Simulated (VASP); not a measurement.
# Al3H2 (P-62m) in VASP: further runs

The runs below take Al3H2 through single point, relaxation of cell and atoms, with PBE.

All numbers are computed with VASP 6.6.1; they aren't measurements. Logs are shortened: lines on timing, memory, paths and dates and some standing lists are left out, and cuts for length are marked.

## (1) The cell of the first run

It takes space group P-62m (No. 189, hexagonal). Conventional cell: a = 4.744 Å, b = 4.744 Å, c = 3.771 Å, α = 90.00°, β = 90.00°, γ = 120.00°. Al (site symmetry m2m) has 2 H at 1.88 Å within 2.5 Å. Within 2.2 Å of H (site symmetry 3m) lie 2 H at 1.69 to 2.08 Å and 3 Al at 1.88 Å.

The cell was generated, and may not be a known phase.

## (2) Single point, PBE

The input, INCAR:

```
PREC = Accurate
ENCUT = 520
EDIFF = 1E-7
ISMEAR = 0
SIGMA = 0.1
LREAL = F
LASPH = T
NELM = 100
ALGO = Normal
ISIF = 2
LWAVE = F
LCHARG = F
GGA = PE
NBANDS = 14
```

The input, KPOINTS:

```
Automatic mesh
0
Gamma
  12 12 10
```

The input, POSCAR:

```
Al3H2
1.0
    4.7443750087      0.0000000000      0.0000000000
   -2.3721875044      4.1087492826      0.0000000000
    0.0000000000      0.0000000000      3.7712112587
Al H
3 2
Direct
    0.6691776229      0.6691776229      0.0000000000
    0.3308223771      0.0000000000      0.0000000000
    0.0000000000      0.3308223771      0.0000000000
    0.0000000000      0.0000000000      0.2763624490
    0.0000000000      0.0000000000      0.7236375510
```

Potentials or basis: VASP PAW PBE potentials, release 64 (Al, H).

Run with:

```
cat potpaw_PBE.64/Al/POTCAR potpaw_PBE.64/H/POTCAR > POTCAR
mpirun -np 1 vasp_std > vasp.out
```

OUTCAR:

```text
PREC = Accurate
   ENCUT = 520
   EDIFF = 1E-7
   ISMEAR = 0
   LREAL = F
   LASPH = T
   NELM = 100
   ISIF = 2
   GGA = PE

 ion  position               nearest neighbor table
   1  0.669  0.669  0.000-   4 1.88   5 1.88   2 2.72   3 2.72   3 2.75   2 2.75   2 2.75   3 2.75

   2  0.331  0.000  0.000-   4 1.88   5 1.88   1 2.72   3 2.72   3 2.75   1 2.75   3 2.75   1 2.75

   3  0.000  0.331  0.000-   4 1.88   5 1.88   1 2.72   2 2.72   1 2.75   2 2.75   2 2.75   1 2.75

   4  0.000  0.000  0.276-   1 1.88   2 1.88   3 1.88
   5  0.000  0.000  0.724-   1 1.88   2 1.88   3 1.88

  LATTYP: Found a hexagonal cell.
 ALAT       =     4.7443750087
 C/A-ratio  =     0.7948805168

  Lattice vectors:

 A1 = (   4.7443750087,   0.0000000000,   0.0000000000)
 A2 = (  -2.3721875044,   4.1087492826,   0.0000000000)
 A3 = (   0.0000000000,   0.0000000000,   3.7712112587)

Analysis of symmetry for initial positions (statically):
=====================================================================
 Subroutine PRICEL returns:
 Original cell was already a primitive cell.

 Routine SETGRP: Setting up the symmetry group for a
 hexagonal supercell.

 Subroutine GETGRP returns: Found 12 space group operations
 (whereof 12 operations were pure point group operations)
 out of a pool of 24 trial point group operations.

The static configuration has the point symmetry D_3h.

Analysis of symmetry for dynamics (positions and initial velocities):
=====================================================================
 Subroutine PRICEL returns:
 Original cell was already a primitive cell.

 Routine SETGRP: Setting up the symmetry group for a
 hexagonal supercell.

 Subroutine GETGRP returns: Found 12 space group operations
 (whereof 12 operations were pure point group operations)
 out of a pool of 24 trial point group operations.

The dynamic configuration has the point symmetry D_3h.

 Subroutine INISYM returns: Found 12 space group operations
 (whereof 12 operations are pure point group operations),
 and found     1 'primitive' translations

----------------------------------------------------------------------------------------

                                     Primitive cell

  volume of cell :      73.5139

  direct lattice vectors                    reciprocal lattice vectors
     4.744375009  0.000000000  0.000000000     0.210775918  0.121691533  0.000000000
    -2.372187504  4.108749283  0.000000000     0.000000000  0.243383067  0.000000000
     0.000000000  0.000000000  3.771211259     0.000000000  0.000000000  0.265166794

  length of vectors
[... 99 lines left out ...]
   NELECT =      11.0000    total number of electrons
   NUPDOWN=      -1.0000    fix difference up-down
   EMIN   =  10.00;   EMAX   =-10.00  energy-range for DOS
   EFERMI =   0.00;   METHOD = LEGACY
   ISMEAR =     0;   SIGMA  =   0.10  broadening in eV -4-tet -1-fermi 0-gaus
   EFERMI_NEDOS =   21; number of points for ismear=-14 and -15
   IALGO  =     38    algorithm
   IMIX   =      4    mixing-type and parameters
     AMIX     =   0.40;   BMIX     =  1.00
     AMIX_MAG =   1.60;   BMIX_MAG =  1.00
  volume/ion in A,a.u.               =      14.70        99.22
  Fermi-wavevector in a.u.,A,eV,Ry     =   0.869126  1.642409 10.277560  0.755379
  Thomas-Fermi vector in A             =   1.987903
   LORBIT       =      0    0 simple, 1 ext, 2 COOP (PROOUT), +10 PAW based schemes
   GGA     = PE    functional components
   LHFCALC =     F    Hartree Fock is set to
   AEXX    =    0.0000 exact exchange contribution
   IVDW    =     0    specifies the selected vdW correction
   LEPSILON=     F    determine dielectric tensor
   LRPA    =     F    only Hartree local field effects (RPA)
 non-spin polarized calculation
 Gauss-broadening in eV      SIGMA  =   0.10
  energy-cutoff  :      520.00
  volume of cell :       73.51
 maximum number of plane-waves:      1998
 NGX is ok and might be reduce to    36
   NGX = 17   NGY = 17   NGZ = 15

 number of electron      11.0000002 magnetization

 Free energy of the ion-electron system (eV)
  ---------------------------------------------------
  ext. energy  EPLUGINS =         0.00000000
  ---------------------------------------------------
  free energy    TOTEN  =       -15.95771337 eV

  energy without entropy =      -15.95000689  energy(sigma->0) =      -15.95386013

 E-fermi :   4.6138     XC(G=0):  -8.9659

 val. band max:        4.6107936998   @ k =   0.2500   0.1667   0.5000
 cond. band min:       4.6248710229   @ k =   0.2500   0.0833   0.3000
 fundamental gap:      0.0140773231
 Fermi energy:         4.6137580737

 k-point     1 :       0.0000    0.0000    0.0000
  band No.  band energies     occupation
      1      -6.2007      2.00000
      2      -0.0748      2.00000
      3       2.1488      2.00000
      4       3.2934      2.00000
      5       3.2934      2.00000
      6       3.6933      2.00000
      7       4.5644      1.51488
      8       4.5644      1.51488
      9       7.1160      0.00000
     10       9.0013      0.00000
     11      12.1092      0.00000
     12      12.1092      0.00000
     13      13.2569      0.00000
     14      13.9771      0.00000
[... 377 lines left out ...]
      1      -5.4957      2.00000
      2      -1.7123      2.00000
      3       0.9323      2.00000
      4       1.9189      2.00000
      5       2.1419      2.00000
      6       6.1066      0.00000
      7       6.8237      0.00000
      8       7.6956      0.00000
      9       8.7125      0.00000
     10       9.5770      0.00000
     11      10.0527      0.00000
     12      10.7277      0.00000
     13      11.2992      0.00000
     14      12.4521      0.00000

 [... further k-points ...]
[... 5 lines left out ...]
  --------------------------------------------------------------------------------------
  -------------------------------------------------------------------------------------
  Total       -0.0550560     -0.0550560     -0.0320187      0.0000000      0.0000000      0.0000000
  in kB       -1.1999025     -1.1999025     -0.6978218      0.0000000      0.0000000      0.0000000
  external PRESSURE =      -1.0325422 kB  Pullay stress =       0.0000000 kB

 VOLUME and BASIS-vectors are now :
 -----------------------------------------------------------------------------
  energy-cutoff  :      520.00
  volume of cell :       73.51
      direct lattice vectors                 reciprocal lattice vectors
     4.744375009  0.000000000  0.000000000     0.210775918  0.121691533  0.000000000
    -2.372187504  4.108749283  0.000000000     0.000000000  0.243383067  0.000000000
     0.000000000  0.000000000  3.771211259     0.000000000  0.000000000  0.265166794

 POSITION                                       TOTAL-FORCE (eV/Angst)
 -----------------------------------------------------------------------------------
      1.58741      2.74948      0.00000         0.003194      0.005532      0.000000
      1.56955      0.00000      0.00000        -0.006388     -0.000000      0.000000
     -0.78477      1.35927      0.00000         0.003194     -0.005532      0.000000
      0.00000      0.00000      1.04222         0.000000     -0.000000     -0.001880
      0.00000      0.00000      2.72899        -0.000000      0.000000      0.001880
 -----------------------------------------------------------------------------------
    total drift:                                0.000000      0.000000      0.000000

  FREE ENERGIE OF THE ION-ELECTRON SYSTEM (eV)
  ---------------------------------------------------
  free  energy   TOTEN  =       -15.9577133719 eV

  energy  without entropy=      -15.9500068915  energy(sigma->0) =      -15.95386013
```

OSZICAR:

```text
N       E                     dE             d eps       ncg     rms          rms(c)
DAV:   1     0.366498399922E+01    0.36650E+01   -0.36188E+03  3192   0.578E+02
DAV:   2    -0.159049554390E+02   -0.19570E+02   -0.18312E+02  4030   0.824E+01
DAV:   3    -0.167788551785E+02   -0.87390E+00   -0.86985E+00  4242   0.155E+01
DAV:   4    -0.167893052691E+02   -0.10450E-01   -0.10449E-01  3692   0.201E+00
DAV:   5    -0.167895883831E+02   -0.28311E-03   -0.28311E-03  4254   0.341E-01    0.457E+00
DAV:   6    -0.161269252763E+02    0.66266E+00   -0.62903E-01  3702   0.343E+00    0.231E+00
DAV:   7    -0.159592603705E+02    0.16766E+00   -0.66038E-01  3948   0.365E+00    0.454E-01
DAV:   8    -0.159593399224E+02   -0.79552E-04   -0.88686E-02  3600   0.153E+00    0.237E-01
DAV:   9    -0.159576378270E+02    0.17021E-02   -0.93078E-03  3736   0.465E-01    0.835E-02
DAV:  10    -0.159577077133E+02   -0.69886E-04   -0.97967E-04  3876   0.171E-01    0.311E-02
DAV:  11    -0.159577119835E+02   -0.42703E-05   -0.63498E-05  3998   0.399E-02    0.709E-03
DAV:  12    -0.159577130530E+02   -0.10695E-05   -0.51523E-06  3906   0.133E-02    0.267E-03
DAV:  13    -0.159577134475E+02   -0.39450E-06   -0.37213E-07  3930   0.322E-03    0.117E-03
DAV:  14    -0.159577133719E+02    0.75572E-07   -0.25694E-08  2226   0.804E-04
   1 F= -.15957713E+02 E0= -.15953860E+02  d E =-.770648E-02
```

stdout:

```text
POSCAR found type information on POSCAR AlH
 POSCAR found :  2 types and       5 ions
 scaLAPACK will be used
 LDA part: xc-table for (Slater+PW92), standard interpolation
 POSCAR, INCAR and KPOINTS ok, starting setup
 FFT: planning ... GRIDC
 FFT: planning ... GRID_SOFT
 FFT: planning ... GRID
 WAVECAR not read
 entering main loop
```

Wall time 88 s (1 thread of Oxide Virtual Turin-like, shared host); peak memory 0.19 GiB.

What came out:

```yaml
Free_energy: -15.9577 eV
Pressure: -0.1 GPa
Largest_force: 0.006 eV/Å
Band_gap_on_the_k_mesh: zero (an odd number of electrons rules out a gap without spin polarisation)
```

Forces in eV/Å, atoms in the order of the input:
```
Al   0.003  0.006  0.000
Al  -0.006  0.000  0.000
Al   0.003 -0.006  0.000
H    0.000  0.000 -0.002
H    0.000  0.000  0.002
```

Levels at points of the mesh, in eV from the Fermi level:
```csv
k point,band 2,band 3,band 4,band 5,band 6,band 7,band 8,band 9,band 10,band 11
"(0.00, 0.00, 0.00)",-4.69,-2.46,-1.32,-1.32,-0.92,-0.05,-0.05,2.50,4.39,7.50
"(0.50, 0.00, 0.00)",-7.01,-4.05,-2.80,-2.07,2.87,2.89,3.95,4.26,4.74,5.60
"(0.00, 0.00, 0.50)",-6.63,-3.52,-0.53,-0.53,-0.19,0.13,1.62,1.62,3.17,3.17
"(0.50, 0.00, 0.50)",-6.08,-5.98,-3.13,-1.78,-1.57,1.14,2.06,4.23,5.31,6.61
```

## (3) Relaxation of cell and atoms, PBE

This run uses another cell than the first one, of 15.00 Å³/atom.

The input, INCAR:

```
  PREC = Accurate
  ENCUT = 600
  EDIFF = 1E-6
  ISMEAR = 0
  SIGMA = 0.1
  LREAL = F
  LASPH = T
  NELM = 100
  ALGO = Fast
  ISIF = 3
  LWAVE = F
  LCHARG = F
  GGA = PE
  IBRION = 2
  NSW = 100
  EDIFFG = -0.01
```

KPOINTS is that of step 2.

The input, POSCAR:

```
Al3H2
1.0
    4.7904220618      0.0000000000      0.0000000000
   -2.3952110309      4.1486272003      0.0000000000
    0.0000000000      0.0000000000      3.7730791897
Al H
3 2
Direct
    0.6709382254      0.6709382254      0.0000000000
    0.3290617746      0.0000000000      0.0000000000
    0.0000000000      0.3290617746      0.0000000000
    0.0000000000      0.0000000000      0.2720368730
    0.0000000000      0.0000000000      0.7279631270
```

Potentials or basis: VASP PAW PBE potentials, release 64 (Al, H).

Run with:

```
cat potpaw_PBE.64/Al/POTCAR potpaw_PBE.64/H/POTCAR > POTCAR
mpirun -np 1 vasp_std > vasp.out
```

It took 4.1 min on 1 thread of Oxide Virtual Turin-like, shared host; peak memory 0.23 GiB.

Results (log left out):

| Property | Result |
| --- | --- |
| Free energy | -15.9587 eV |
| Relaxed volume | 14.71 Å³/atom |
| Relaxed cell | a = 4.744 Å, b = 4.744 Å, c = 3.774 Å, α = 90.00°, β = 90.00°, γ = 120.00° |
| Space group after relaxing (to 0.1 Å) | P-62m (No. 189) |
| Energy gained by relaxing | 2.0 meV/atom |
| Ionic steps | 7 |
| Pressure after relaxing | -0.1 GPa |
| Largest force after relaxing | 0.006 eV/Å |
| Band gap on the k mesh | zero (an odd number of electrons rules out a gap without spin polarisation) |

Forces on the atoms (eV/Å):
```
Al  -0.003 -0.005  0.000
Al   0.006  0.000  0.000
Al  -0.003  0.005  0.000
H    0.000  0.000 -0.005
H    0.000  0.000  0.005
```

Step by step:
```csv
step,energy change (eV),largest force (eV/Å),pressure (GPa),volume (Å³)
1,0.0000,0.0940,-0.99,74.98
2,-0.0083,0.0753,-0.16,73.98
3,-0.0089,0.0780,0.13,73.65
4,-0.0098,0.0299,0.00,73.67
5,-0.0098,0.0203,-0.03,73.67
6,-0.0099,0.0141,-0.04,73.64
7,-0.0100,0.0056,-0.05,73.56
```

Final structure:
```
CELL_PARAMETERS angstrom
4.74394 0.00000 0.00000
-2.37197 4.10838 0.00000
0.00000 0.00000 3.77418
ATOMIC_POSITIONS crystal
Al 0.66933 0.66933 0.00000
Al 0.33067 0.00000 0.00000
Al 0.00000 0.33067 0.00000
H 0.00000 0.00000 0.27637
H 0.00000 0.00000 0.72363
```

Levels at points of the mesh, in eV from the Fermi level:
```csv
k point,band 2,band 3,band 4,band 5,band 6,band 7,band 8,band 9
"(0.00, 0.00, 0.00)",-4.69,-2.48,-1.32,-1.32,-0.92,-0.05,-0.05,2.49
"(0.50, 0.00, 0.00)",-7.00,-4.05,-2.79,-2.09,2.86,2.89,3.95,4.26
"(0.00, 0.00, 0.50)",-6.64,-3.53,-0.53,-0.53,-0.19,0.13,1.62,1.62
"(0.50, 0.00, 0.50)",-6.08,-5.98,-3.13,-1.78,-1.58,1.15,2.06,4.23
```
